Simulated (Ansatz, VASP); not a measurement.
**Two plane-wave programs on TaN**

POSCAR

```
TaN
1.0
    2.9217699809      0.0000000000      0.0000000000
   -1.4608849905      2.5303270275      0.0000000000
    0.0000000000      0.0000000000      5.9165150000
Ta N
2 2
Direct
    0.0000000000      0.0000000000      0.5000000000
    0.0000000000      0.0000000000      0.0000000000
    0.3333333333      0.6666666667      0.2500000000
    0.6666666667      0.3333333333      0.7500000000
```

File INCAR.step1:

```
SYSTEM = TaN
PREC = Accurate
ENCUT = 770
ISMEAR = -1
SIGMA = 0.05
LREAL = .FALSE.
LASPH = .TRUE.
NELM = 120
NBANDS = 26
GGA = PE
ALGO = Normal
EDIFF = 1E-5
LWAVE = .TRUE.
LCHARG = .FALSE.
GGA_COMPAT = .FALSE.
```

Contents of INCAR.step2:

```
SYSTEM = TaN
PREC = Accurate
ENCUT = 770
EDIFF = 1E-6
ISMEAR = -1
SIGMA = 0.05
LREAL = .FALSE.
LASPH = .TRUE.
NELM = 120
ALGO = Normal
ISIF = 2
LWAVE = .FALSE.
LCHARG = .FALSE.
METAGGA = R2SCAN
LMIXTAU = .TRUE.
NBANDS = 26
ISTART = 1
GGA_COMPAT = .FALSE.
```

File KPOINTS:

```
Automatic mesh
0
G
  6 6 3
  0 0 0
```

The input input.yaml:

```yaml
crystal:
  lattice:
    - [2.9217699809, 0.0, 0.0]
    - [-1.4608849905, 2.5303270275, 0.0]
    - [0.0, 0.0, 5.916515]
  atoms:
    - { symbol: Ta, position: [0.0, 0.0, 0.5] }
    - { symbol: Ta, position: [0.0, 0.0, 0.0] }
    - { symbol: "N", position: [0.3333333333, 0.6666666667, 0.25] }
    - { symbol: "N", position: [0.6666666667, 0.3333333333, 0.75] }
hamiltonian:
  xc: r2scan
  pseudopotentials: { kind: paw }
kpoints:
  mp_grid: { grid: [6, 6, 3] }
scf:
  occupations: { method: fermi_dirac, width: 0.05 }
  n_extra_bands: 10
output:
  forces: true
  stress: true
  eigenvalues: true
  dos: { projected: true, de: 0.05, nscf_kmesh: { grid: [9, 9, 5] } }
```

Alike in both runs: functional r2SCAN; k mesh 6 × 6 × 3; occupations fermi-dirac, width 0.05 eV; no spin polarisation.

```csv
,VASP,Ansatz
version,VASP 6.6.1,Ansatz 0.2.0
potentials or method,"VASP PAW PBE potentials, release 64 (Ta_sv_GW, N)",Ansatz PAW
plane-wave cutoff (eV),770,500
valence electrons in the cell,36,36
task,single point,projected density of states
```

Ansatz gave:

| Property | Result |
| --- | --- |
| gap on the k mesh at the Fermi level (eV) | none |
| pressure (GPa) | -6.4 |
| traceless stress, the component that is largest in VASP (GPa) | -1.13 |

Task: What did VASP give for the same quantities?

Result: gap on the k mesh at the Fermi level (eV): none; pressure (GPa): -6.5; traceless stress, the component that is largest in VASP (GPa): -1.06.

VASP's potentials were made for PBE, not for r2SCAN. A gap of «none» marks a metal or a gap that the smearing closes. With one functional, cell and mesh, what is left measures potentials, basis and numerics.

The k mesh is coarse, so the values compare programs but aren't converged. Spin-orbit coupling is off throughout.
